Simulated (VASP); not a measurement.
Set up this calculation in VASP 6.6.1, as the native input.

| Property | Result |
| --- | --- |
| Task | single point |
| Functional | HF |
| Potentials or basis | VASP PAW PBE potentials, release 64 (Zn) |
| Cutoff | 400 eV |
| k mesh | 6 × 6 × 6 |
| Occupations | fermi-dirac, width 0.05 eV |
| Spin | no spin polarisation |
| Dipole correction | no |
| Grid for exact exchange (PRECFOCK) | Normal |
| Further INCAR settings | ALGO = Normal; EDIFF = 1e-06; NBANDS = 12 |
| Share of exact exchange | 1 |

Crystal: Zn.

```xyz
1
Lattice="0.0000 1.9648 1.9648 1.9648 0.0000 1.9648 1.9648 1.9648 0.0000" Properties=species:S:1:pos:R:3 pbc="T T T"
Zn    0.0000    0.0000    0.0000
```

This isn't the form of Zn at room conditions, which is hcp.

One way to write it, as run:

POSCAR

```
Zn
1.0
    0.0000000000      1.9647760000      1.9647760000
    1.9647760000      0.0000000000      1.9647760000
    1.9647760000      1.9647760000      0.0000000000
Zn
1
Direct
    0.0000000000      0.0000000000      0.0000000000
```

INCAR.step1

```
PREC     = Accurate       # precision mode
ENCUT    = 400            # plane-wave cutoff, eV
EDIFF    = 1E-5           # SCF threshold, eV
ISMEAR   = -1             # smearing method
SIGMA    = 0.05           # smearing width, eV
LREAL    = F              # projectors in reciprocal space
LASPH    = T              # aspherical terms in the spheres
NELM     = 120            # most SCF steps
ALGO     = Normal         # electronic algorithm
ISIF     = 2              # what is computed and relaxed
LWAVE    = T              # write WAVECAR
LCHARG   = F              # write CHGCAR
GGA      = PE             # functional
NBANDS   = 12             # bands
GGA_COMPAT= F
```

INCAR.step2

```
PREC     = Accurate       # precision mode
ENCUT    = 400            # plane-wave cutoff, eV
EDIFF    = 1E-6           # SCF threshold, eV
ISMEAR   = -1             # smearing method
SIGMA    = 0.05           # smearing width, eV
LREAL    = F              # projectors in reciprocal space
LASPH    = T              # aspherical terms in the spheres
NELM     = 120            # most SCF steps
ALGO     = Normal         # electronic algorithm
ISIF     = 2              # what is computed and relaxed
LWAVE    = F              # write WAVECAR
LCHARG   = F              # write CHGCAR
GGA      = PE             # functional
LHFCALC  = T              # exact exchange
AEXX     = 1.0            # exact-exchange fraction
ALDAC    = 0.0          
AGGAC    = 0.0          
PRECFOCK = Normal       
ISTART   = 1            
NBANDS   = 12             # bands
GGA_COMPAT= F
```

KPOINTS

```
Automatic mesh
0
Gamma
  6 6 6
```

Potentials or basis: VASP PAW PBE potentials, release 64 (Zn).

The run is started by

```sh
$ cat potpaw_PBE.64/Zn/POTCAR > POTCAR
$ cp INCAR.step1 INCAR
$ mpirun -np 1 vasp_std > vasp.out
$ cp INCAR.step2 INCAR
$ mpirun -np 1 vasp_std > vasp.out
```

Results of the run:

```json
{
  "Pressure": "10.6 GPa",
  "Band gap on the k mesh": "zero (bands 6 and 7 overlap by 4.57 eV)"
}
```

Caveat: the k points lie up to 0.46 Å⁻¹ apart, too coarse for converged energies and pressures of a metal; the PAW data sets were made with another functional, which shifts forces and pressure a little.

It took 7.1 min on 1 thread of Intel(R) Xeon(R) Platinum 8375C CPU @ 2.90GHz (Ice Lake) (shared host), peak memory 0.12 GiB.
